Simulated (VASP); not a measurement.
## Zn: relaxation of the atoms with PBE

The system is Zn.

```
Zn
1.0
     3.84852    0.00000    0.00000
     0.00000    3.84852    0.00000
     0.00000    0.00000    3.84852
Zn
4
Direct
  0.99999 0.99999 0.99999
  0.50001 0.00001 0.49999
  0.49999 0.50001 0.00001
  0.00001 0.49999 0.50001
```

This isn't the form of Zn at room conditions, which is hcp.

```yaml
Program: VASP 6.6.1
Task: relaxation of the atoms
Functional: PBE
Potentials_or_basis: VASP PAW PBE potentials, release 64 (Zn)
Cutoff: 520 eV
k_mesh: 12 × 12 × 12
Occupations: gaussian, width 0.1 eV
Spin: no spin polarisation
Dipole_correction: no
Further_INCAR_settings: ALGO = Fast; EDIFF = 1e-06; IBRION = 2; EDIFFG = -0.01; NSW = 50
```

| Item | Value |
| --- | --- |
| Pressure after relaxing | 5.4 GPa |

Final structure:
```yaml
crystal:
  lattice:
    - [3.84852, 0.00000, 0.00000]
    - [0.00000, 3.84852, 0.00000]
    - [0.00000, 0.00000, 3.84852]
  atoms:
    - { symbol: Zn, position: [0.99999, 0.99999, 0.99999] }
    - { symbol: Zn, position: [0.50001, 0.00001, 0.49999] }
    - { symbol: Zn, position: [0.49999, 0.50001, 0.00001] }
    - { symbol: Zn, position: [0.00001, 0.49999, 0.50001] }
```

Levels at points of the mesh, in eV from the Fermi level:
| k point | band 21 | band 22 | band 23 | band 24 | band 25 | band 26 | band 27 | band 28 |
| --- | --- | --- | --- | --- | --- | --- | --- | --- |
| (0.00, 0.00, 0.00) | -6.95 | -1.13 | -1.13 | -1.13 | 1.99 | 1.99 | 1.99 | 8.78 |
| (0.50, 0.00, 0.00) | -6.95 | -6.95 | 2.31 | 2.31 | 2.31 | 2.31 | 3.51 | 3.51 |
| (0.50, 0.50, 0.00) | -4.70 | -4.70 | -4.70 | -4.70 | 5.29 | 5.29 | 5.29 | 5.29 |
| (0.50, 0.50, 0.50) | -3.15 | -3.15 | -3.15 | -3.15 | -1.25 | -1.25 | -1.25 | -1.25 |

Wall time 3.1 min on 1 thread of Oxide Virtual Turin-like Processor, with other jobs on the host, peak memory 0.23 GiB.

Caveat: the relaxation stopped at its first step, so nothing moved; the highest band is partly filled, so the run has too few bands.
